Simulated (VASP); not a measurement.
Set up this calculation in VASP 6.6.1, as the native input.

| Item | Value |
| --- | --- |
| Task | relaxation of cell and atoms |
| Functional | PBE |
| Potentials or basis | VASP PAW PBE potentials, release 64 (Ca_sv, Au) |
| Cutoff | 600 eV |
| k mesh | 4 × 4 × 4 |
| Occupations | gaussian, width 0.1 eV |
| Spin | no spin polarisation |
| Dipole correction | no |
| Further INCAR settings | ALGO = Fast; EDIFF = 1e-06; IBRION = 2; EDIFFG = -0.04; NSW = 90; ISIF = 3 |

The structure of CaAu4 lies in POSCAR:

```
CaAu4
1.0
    2.1893488100     -5.2254449800      0.0000000000
    2.1893488100      5.2254449800      0.0000000000
    0.0000000000      0.0000000000      6.1842290800
Ca Au
1 4
Direct
    0.0000000000      0.0000000000      0.5000000000
    0.5000000000      0.5000000000      0.7895990000
    0.5000000000      0.5000000000      0.2104010000
    0.3173019000      0.6826981000      0.5000000000
    0.6826981000      0.3173019000      0.5000000000
```

The cell was generated, and may not be a known phase.

One way to write it, as run:

INCAR

```
SYSTEM = CaAu4
ALGO = Fast
EDIFF = 1E-6
EDIFFG = -0.04
ENCUT = 600
GGA = PE
IBRION = 2
ISIF = 3
ISMEAR = 0
LASPH = .TRUE.
LCHARG = .FALSE.
LREAL = .FALSE.
LWAVE = .FALSE.
NELM = 100
NSW = 90
PREC = Accurate
SIGMA = 0.1
```

KPOINTS

```
k-points
0
G
  4 4 4
  0 0 0
```

Potentials or basis: VASP PAW PBE potentials, release 64 (Ca_sv, Au).

The run is started by

```console
$ cat potpaw_PBE.64/Ca_sv/POTCAR potpaw_PBE.64/Au/POTCAR > POTCAR
$ mpirun -np 1 vasp_std > vasp.out
```

Results of the run:

```
Relaxed volume                        : 32.81 Å³/atom
Relaxed cell                          : a = 5.756 Å, b = 5.756 Å, c = 6.418 Å, α = 90.00°, β = 90.00°, γ = 129.49°
Space group after relaxing (to 0.1 Å) : Cmmm (No. 65)
Energy gained by relaxing             : 172.6 meV/atom
Ionic steps                           : 14
Pressure after relaxing               : 0.0 GPa
Largest force after relaxing          : 0.040 eV/Å
Band gap on the k mesh                : zero (bands 27 and 28 overlap by 0.90 eV)
```

Caveat: the k points lie up to 0.35 Å⁻¹ apart in the final cell, too coarse for converged energies and pressures of a metal; the volume moved by over 15 % at a fixed basis, so the end points are rough; spin-orbit coupling is left out, which moves the levels of the heavy elements.

Wall time 18 min on 1 thread of AMD EPYC 9R45 96-Core Processor (Zen 5), with other jobs on the host, peak memory 0.39 GiB.
